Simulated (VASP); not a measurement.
# Ir (P1) in VASP: single point with r2SCAN

Aim: the single point of Ir with r2SCAN.

Program: VASP 6.6.1. These are calculated values, not measurements. Logs are shortened: lines on timing, memory, paths and dates and some standing lists are left out, and cuts for length are marked.

**1. The cell of the first run**

The typed cell holds 4 atoms: a = 2.729 Å, b = 2.729 Å, c = 8.843 Å, α = 90.00°, β = 90.00°, γ = 120.00°.

**2. Single point, r2SCAN**

Contents of POSCAR:

```
Ir
1.0
    2.7292665802      0.0000000000      0.0000000000
   -1.3646332901      2.3636141922      0.0000000000
    0.0000000000      0.0000000000      8.8434814990
Ir
4
Direct
    0.4690481553      0.3532237605      0.4076384136
    0.8642851780      0.3134429062      0.8423615864
    0.0843941322      0.5477091873      0.0965457862
    0.5822725345      0.7856241460      0.6534542138
```

Contents of INCAR.step1:

```
PREC = Accurate
ENCUT = 520
ISMEAR = 0
SIGMA = 0.15
LREAL = F
LASPH = T
NELM = 60
NBANDS = 26
GGA = PE
ALGO = Normal
EDIFF = 1E-4
LWAVE = T
LCHARG = F
```

Contents of INCAR.step2:

```
PREC = Accurate
ENCUT = 520
EDIFF = 1E-6
ISMEAR = 0
SIGMA = 0.15
LREAL = F
LASPH = T
NELM = 60
ALGO = Normal
ISIF = 2
LWAVE = F
LCHARG = F
METAGGA = R2SCAN
LMIXTAU = T
NBANDS = 26
ISTART = 1
```

Contents of KPOINTS:

```
Automatic mesh
0
Gamma
  12 12 4
```

Potentials or basis: VASP PAW PBE potentials, release 64 (Ir).

Command:

```bash
$ cat potpaw_PBE.64/Ir/POTCAR > POTCAR
$ cp INCAR.step1 INCAR
$ mpirun -np 1 vasp_std > vasp.out
$ cp INCAR.step2 INCAR
$ mpirun -np 1 vasp_std > vasp.out
```

OUTCAR:

```text
PREC = Accurate
   ENCUT = 520
   EDIFF = 1E-6
   ISMEAR = 0
   LREAL = F
   LASPH = T
   NELM = 60
   ISIF = 2
   METAGGA = R2SCAN
   ISTART = 1

 ion  position               nearest neighbor table
   1  0.469  0.353  0.408-   4 2.42   4 2.77   4 3.04   3 3.08   3 3.13   3 3.35
   2  0.864  0.313  0.842-   4 2.09   3 2.33   4 2.40   4 2.46   3 3.08   3 3.32   3 3.37   4 3.40

   3  0.084  0.548  0.097-   2 2.33   2 3.08   1 3.08   1 3.13   2 3.32   1 3.35   2 3.37
   4  0.582  0.786  0.653-   2 2.09   2 2.40   1 2.42   2 2.46   1 2.77   1 3.04   2 3.40

  LATTYP: Found a hexagonal cell.
 ALAT       =     2.7292665802
 C/A-ratio  =     3.2402410095

  Lattice vectors:

 A1 = (   2.7292665802,   0.0000000000,   0.0000000000)
 A2 = (  -1.3646332901,   2.3636141922,   0.0000000000)
 A3 = (   0.0000000000,   0.0000000000,   8.8434814990)

Analysis of symmetry for initial positions (statically):
=====================================================================
 Subroutine PRICEL returns:
 Original cell was already a primitive cell.

 Routine SETGRP: Setting up the symmetry group for a
 hexagonal supercell.

 Subroutine GETGRP returns: Found  1 space group operations
 (whereof  1 operations were pure point group operations)
 out of a pool of 24 trial point group operations.

The static configuration has the point symmetry C_1 .

Analysis of symmetry for dynamics (positions and initial velocities):
=====================================================================
 Subroutine PRICEL returns:
 Original cell was already a primitive cell.

 Routine SETGRP: Setting up the symmetry group for a
 hexagonal supercell.

 Subroutine GETGRP returns: Found  1 space group operations
 (whereof  1 operations were pure point group operations)
 out of a pool of 24 trial point group operations.

The dynamic configuration has the point symmetry C_1 .

 Subroutine INISYM returns: Found  1 space group operations
 (whereof  1 operations are pure point group operations),
 and found     1 'primitive' translations

----------------------------------------------------------------------------------------

                                     Primitive cell

  volume of cell :      57.0487

  direct lattice vectors                    reciprocal lattice vectors
     2.729266580  0.000000000  0.000000000     0.366398800  0.211540446  0.000000000
[... 84 lines left out ...]
   ISPIN  =      1    spin polarized calculation?
   LNONCOLLINEAR =      F non collinear calculations
   LSORBIT =      F    spin-orbit coupling
   LASPH  =      T    aspherical Exc in radial PAW
   ENCUT  =  520.0 eV  38.22 Ry    6.18 a.u.   5.07  5.07 16.44*2*pi/ulx,y,z
   NELM   =     60;   NELMIN=  2; NELMDL=  0     # of ELM steps
   EDIFF  = 0.1E-05   stopping-criterion for ELM
   LREAL  =      F    real-space projection
   EDIFFG = 0.1E-04   stopping-criterion for IOM
   NSW    =      0    number of steps for IOM
   IBRION =     -1    ionic relax: 0-MD 1-quasi-New 2-CG
   NFREE  =      0    steps in history (QN), initial steepest desc. (CG)
   ISIF   =      2    stress and relaxation
   ISYM   =      2    0-nonsym 1-usesym 2-fastsym
   POTIM  = 0.5000    time-step for ionic-motion
   TEBEG  =    0.0;   TEEND  =   0.0 temperature during run
   PSTRESS=    0.0 pullay stress
   NELECT =      36.0000    total number of electrons
   NUPDOWN=      -1.0000    fix difference up-down
   EMIN   =  10.00;   EMAX   =-10.00  energy-range for DOS
   EFERMI =   0.00;   METHOD = LEGACY
   ISMEAR =     0;   SIGMA  =   0.15  broadening in eV -4-tet -1-fermi 0-gaus
   EFERMI_NEDOS =   21; number of points for ismear=-14 and -15
   IALGO  =     38    algorithm
   IMIX   =      4    mixing-type and parameters
     AMIX     =   0.40;   BMIX     =  1.00
     AMIX_MAG =   1.60;   BMIX_MAG =  1.00
  volume/ion in A,a.u.               =      14.26        96.25
  Fermi-wavevector in a.u.,A,eV,Ry     =   1.404194  2.653542 26.827427  1.971760
  Thomas-Fermi vector in A             =   2.526780
   LORBIT       =      0    0 simple, 1 ext, 2 COOP (PROOUT), +10 PAW based schemes
   METAGGA = R2SCAN    functional components
   LHFCALC =     F    Hartree Fock is set to
   AEXX    =    0.0000 exact exchange contribution
   IVDW    =     0    specifies the selected vdW correction
   LEPSILON=     F    determine dielectric tensor
   LRPA    =     F    only Hartree local field effects (RPA)
 non-spin polarized calculation
 Gauss-broadening in eV      SIGMA  =   0.15
  energy-cutoff  :      520.00
  volume of cell :       57.05
 maximum number of plane-waves:      1557
   NGX = 11   NGY = 11   NGZ = 33

 number of electron      36.0000001 magnetization

 Free energy of the ion-electron system (eV)
  ---------------------------------------------------
  ext. energy  EPLUGINS =         0.00000000
  ---------------------------------------------------
  free energy    TOTEN  =      -203.58709776 eV

  energy without entropy =     -203.53759559  energy(sigma->0) =     -203.56234668

 E-fermi :  10.0557     XC(G=0): -15.0701

 val. band max:       10.0540153819   @ k =   0.1667   0.0000   0.2500
 cond. band min:      10.0577124892   @ k =   0.4167  -0.1667  -0.2500
 fundamental gap:      0.0036971073
 Fermi energy:        10.0556962507

 k-point     1 :       0.0000    0.0000    0.0000
  band No.  band energies     occupation
      1      -1.9719      2.00000
      2      -0.1606      2.00000
      3       1.3387      2.00000
      4       1.6013      2.00000
      5       2.7628      2.00000
      6       3.8029      2.00000
[... 685 lines left out ...]
     25      17.8398      0.00000
     26      24.1795      0.00000

 [... further k-points ...]
[... 5 lines left out ...]
  --------------------------------------------------------------------------------------
  -------------------------------------------------------------------------------------
  Total        6.0788371     17.6185595     37.3622873      0.5068313     13.4585109      0.3848925
  in kB      170.7203419    494.8062345   1049.2964902     14.2340409    377.9738683     10.8094663
  external PRESSURE =     571.6076888 kB  Pullay stress =       0.0000000 kB

 VOLUME and BASIS-vectors are now :
 -----------------------------------------------------------------------------
  energy-cutoff  :      520.00
  volume of cell :       57.05
      direct lattice vectors                 reciprocal lattice vectors
     2.729266580  0.000000000  0.000000000     0.366398800  0.211540446  0.000000000
    -1.364633290  2.363614192  0.000000000     0.000000000  0.423080892  0.000000000
     0.000000000  0.000000000  8.843481499     0.000000000  0.000000000  0.113077638

 POSITION                                       TOTAL-FORCE (eV/Angst)
 -----------------------------------------------------------------------------------
      0.79814      0.83488      3.60494         0.325684     -1.499916     -3.958054
      1.93113      0.74086      7.44941        -0.026765      5.707048     11.234775
     -0.51709      1.29457      0.85380         0.124218      0.345506      4.894264
      0.51709      1.85691      5.77881        -0.423137     -4.552638    -12.170986
 -----------------------------------------------------------------------------------
    total drift:                                0.000109      0.000070      0.000322

  FREE ENERGIE OF THE ION-ELECTRON SYSTEM (eV)
  ---------------------------------------------------
  free  energy   TOTEN  =      -203.5870977650 eV

  energy  without entropy=     -203.5375955944  energy(sigma->0) =     -203.56234668
```

Wall time 12 min (1 thread of Intel Xeon 6975P-C (Granite Rapids), shared host); peak memory 0.42 GiB.

Results:

* Free energy: -203.5871 eV
* Pressure: 57.2 GPa
* Largest force: 13.001 eV/Å
* Band gap on the k mesh: zero (bands 18 and 19 overlap by 2.19 eV)

Forces on the atoms (eV/Å):
```
Ir    0.326  -1.500  -3.958
Ir   -0.027   5.707  11.235
Ir    0.124   0.346   4.894
Ir   -0.423  -4.553 -12.171
```

Stress tensor (GPa, compression positive):
```
 17.07   1.42   1.08
  1.42  49.48  37.80
  1.08  37.80 104.93
```

Caveat: the stress differs along the axes, from 17 to 105 GPa; the PAW data sets were made with another functional, which shifts forces and pressure a little; spin-orbit coupling is left out, which moves the levels of the heavy elements.
